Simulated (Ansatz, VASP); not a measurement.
## BP: VASP beside Ansatz

```
CELL_PARAMETERS angstrom
3.20211 0.00000 0.00000
-1.60106 2.77311 0.00000
0.00000 0.00000 16.00000
ATOMIC_POSITIONS crystal
B 0.33333 0.66667 0.50000
P 0.66667 0.33333 0.50000
```

Alike in both runs: task single point; functional PBE; k mesh 12 × 12 × 1; occupations gaussian, width 0.03 eV; no spin polarisation.

|  | VASP | Ansatz |
| --- | --- | --- |
| version | VASP 6.6.1 | Ansatz 0.2.0 |
| potentials or method | VASP PAW PBE potentials, release 64 (B, P), cutoff 420 eV | scalar-relativistic, plane waves, PAW |
| valence electrons in the cell | 8 | 8 |

|  | VASP | Ansatz | Ansatz less VASP |
| --- | --- | --- | --- |
| gap on the k mesh at the Fermi level (eV) | 0.90 | 0.88 | -0.013 |
| least direct gap on the mesh (eV) | 0.90 | 0.88 | -0.013 |
